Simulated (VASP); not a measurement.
## Ag5Pt3Au2: single point with PBE

Ag5Pt3Au2:

```xyz
20
Lattice="-6.0417 4.0731 2.0184 6.0623 4.1247 -2.0637 -2.0442 -4.0707 -6.1506" Properties=species:S:1:pos:R:3 pbc="T T T"
Ag   -0.0232   -2.0290   -6.1228
Ag   -0.0260    2.1071   -6.1946
Ag    0.0075    2.0800   -2.0999
Ag    2.0391    4.0918   -2.0865
Ag   -4.0148    2.0691   -2.0728
Ag    0.0389    6.1381   -2.0852
Ag   -1.9947    2.0482   -0.0356
Ag   -0.0294    4.0776   -0.0226
Ag   -4.0191    4.1154   -0.0310
Ag   -2.0088    6.1590   -0.0206
Pt    2.0098    0.0999   -6.1640
Pt   -2.0264   -2.1081   -4.0747
Pt    2.0229    2.0628   -4.1623
Pt    0.0045    4.1091   -4.1186
Pt   -2.0359   -4.0384   -6.1242
Pt   -2.0385    4.1636   -2.1042
Au   -0.0119    0.0240   -4.1632
Au   -4.0269   -0.0173   -4.0651
Au   -2.0522    2.1241   -4.1371
Au   -1.9637   -0.0375   -2.0567
```

- Program: VASP 6.6.1
- Task: single point
- Functional: PBE
- Potentials or basis: VASP PAW PBE potentials, release 64 (Ag, Pt, Au)
- Cutoff: 520 eV
- k mesh: 4 × 4 × 3
- Occupations: gaussian, width 0.1 eV
- Spin: no spin polarisation
- Dipole correction: no
- Further INCAR settings: LREAL = Auto; ALGO = Fast; EDIFF = 1e-07; NBANDS = 123; ISYM = 0

```yaml
Pressure: -0.2 GPa
Largest_force: 0.036 eV/Å
Band_gap_on_the_k_mesh: zero (bands 107 and 108 overlap by 0.44 eV)
```

Forces in eV/Å, atoms in the order of the input:
```
Ag   0.001  0.001  0.010
Ag  -0.004 -0.009  0.020
Ag  -0.019 -0.019 -0.023
Ag   0.007  0.001  0.008
Ag   0.013  0.004 -0.009
Ag  -0.014  0.009 -0.007
Ag   0.006 -0.007  0.000
Ag  -0.001  0.010  0.024
Ag   0.002  0.004 -0.017
Ag   0.006 -0.008  0.012
Pt   0.011  0.003  0.004
Pt   0.008 -0.019 -0.002
Pt  -0.010 -0.018 -0.003
Pt  -0.022 -0.011 -0.005
Pt  -0.003  0.005  0.021
Pt  -0.012  0.002 -0.018
Au  -0.020  0.024  0.015
Au   0.019  0.019 -0.011
Au   0.008 -0.005  0.000
Au   0.024  0.016 -0.021
```

Levels at points of the mesh, in eV from the Fermi level:
| k point | band 103 | band 104 | band 105 | band 106 | band 107 | band 108 | band 109 | band 110 | band 111 | band 112 |
| --- | --- | --- | --- | --- | --- | --- | --- | --- | --- | --- |
| (0.00, 0.00, 0.00) | -0.65 | -0.61 | -0.53 | -0.28 | -0.22 | -0.15 | -0.10 | 0.04 | 0.10 | 0.28 |
| (0.50, 0.00, 0.00) | -0.57 | -0.51 | -0.47 | -0.33 | 0.20 | 0.39 | 0.67 | 0.91 | 1.71 | 1.83 |
| (0.00, 0.50, 0.00) | -0.66 | -0.61 | -0.58 | -0.22 | 0.11 | 0.36 | 0.66 | 0.97 | 1.65 | 1.75 |
| (0.50, 0.50, 0.00) | -0.57 | -0.53 | -0.45 | -0.33 | -0.20 | -0.14 | -0.11 | 0.00 | 0.31 | 0.88 |

It took 60 min on 1 thread of Oxide Virtual Turin-like Processor, on a shared host, peak memory 0.88 GiB.

Caveat: spin-orbit coupling is left out, which moves the levels of the heavy elements.
